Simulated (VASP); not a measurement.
Wanted: the native input for a VASP 6.6.1 run.

```
Task                   : relaxation of cell and atoms
Functional             : r2SCAN
Potentials or basis    : VASP PAW PBE potentials, release 64 (Ba_sv, Zr_sv, O)
Cutoff                 : 600 eV
k mesh                 : 6 × 6 × 6
Occupations            : gaussian, width 0.02 eV
Spin                   : no spin polarisation
Dipole correction      : no
Further INCAR settings : ALGO = Normal; EDIFF = 1e-06; IBRION = 2; EDIFFG = -0.005; NSW = 100; ISIF = 3
```

BaZrO3:

```
Ba Zr O
1.0
     4.19134    0.00000    0.00000
     0.00000    4.19134    0.00000
     0.00000    0.00000    4.19134
Ba Zr O
1 1 3
Direct
  0.00000 0.00000 0.00000
  0.50000 0.50000 0.50000
  0.00000 0.50000 0.50000
  0.50000 0.00000 0.50000
  0.50000 0.50000 0.00000
```

These files were run (other wordings do the same):

POSCAR

```
BaZrO3
1.0
    4.1913400000      0.0000000000      0.0000000000
    0.0000000000      4.1913400000      0.0000000000
    0.0000000000      0.0000000000      4.1913400000
Ba Zr O
1 1 3
Direct
    0.0000000000      0.0000000000      0.0000000000
    0.5000000000      0.5000000000      0.5000000000
    0.0000000000      0.5000000000      0.5000000000
    0.5000000000      0.0000000000      0.5000000000
    0.5000000000      0.5000000000      0.0000000000
```

INCAR.step1

```
PREC = Accurate
ENCUT = 600
ISMEAR = 0
SIGMA = 0.02
LREAL = False
LASPH = True
NELM = 80
GGA = PE
ALGO = Normal
EDIFF = 1E-4
LWAVE = True
LCHARG = False
```

INCAR.step2

```
PREC = Accurate
ENCUT = 600
EDIFF = 1E-6
ISMEAR = 0
SIGMA = 0.02
LREAL = False
LASPH = True
NELM = 80
ALGO = Normal
ISIF = 3
LWAVE = False
LCHARG = False
METAGGA = R2SCAN
LMIXTAU = True
IBRION = 2
NSW = 100
EDIFFG = -0.005
ISTART = 1
```

KPOINTS

```
Automatic mesh
0
Gamma
  6 6 6
```

Potentials or basis: VASP PAW PBE potentials, release 64 (Ba_sv, Zr_sv, O).

Launch:

```console
$ cat potpaw_PBE.64/Ba_sv/POTCAR potpaw_PBE.64/Zr_sv/POTCAR potpaw_PBE.64/O/POTCAR > POTCAR
$ cp INCAR.step1 INCAR
$ mpirun -np 1 vasp_std > vasp.out
$ cp INCAR.step2 INCAR
$ mpirun -np 1 vasp_std > vasp.out
```

It gave:

| Property | Result |
| --- | --- |
| Relaxed volume | 14.94 Å³/atom |
| Relaxed cell | a = 4.212 Å, b = 4.212 Å, c = 4.212 Å, α = 90.00°, β = 90.00°, γ = 90.00° |
| Space group after relaxing (to 0.05 Å) | Pm-3m (No. 221) |
| Energy gained by relaxing | 1.8 meV/atom |
| Ionic steps | 4 |
| Pressure after relaxing | 0.0 GPa |
| Band gap on the k mesh | 3.67 eV, indirect (least direct gap 3.93 eV) |

Caveat: the PAW data sets were made with another functional, which shifts forces and pressure a little; spin-orbit coupling is left out, which moves the levels of the heavy elements.

Run time: 6.5 min on 1 thread of Intel Xeon 6975P-C, with other jobs on the host, peak memory 0.26 GiB.
